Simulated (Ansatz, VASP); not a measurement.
# BaTlBr3 in VASP and in Ansatz

```xyz
5
Lattice="6.1022 0.0000 0.0000 0.0000 6.1022 0.0000 0.0000 0.0000 6.1022" Properties=species:S:1:pos:R:3 pbc="T T T"
Tl    0.0000    0.0000    0.0000
Ba    3.0511    3.0511    3.0511
Br    3.0511    3.0511    0.0000
Br    3.0511    0.0000    3.0511
Br    0.0000    3.0511    3.0511
```

Alike in both runs: task single point; functional r2SCAN; k mesh 4 × 4 × 4; no spin polarisation.

|  | VASP | Ansatz |
| --- | --- | --- |
| version | VASP 6.6.1 | Ansatz 0.2.0 |
| potentials or method | VASP PAW PBE potentials, release 64 (Tl_d, Ba_sv, Br) | plane waves, PAW |
| plane-wave cutoff (eV) | 520 | 500 |
| occupations | gaussian, width 0.01 eV | fixed |
| valence electrons in the cell | 44 | 44 |

|  | VASP | Ansatz | Ansatz less VASP |
| --- | --- | --- | --- |
| gap on the k mesh at the Fermi level (eV) | 3.49 | 3.50 | +0.005 |
| pressure (GPa) | 1.5 | 1.2 | -0.29 |

VASP's potentials were made for PBE, not for r2SCAN.

Neither program's run includes spin-orbit coupling.
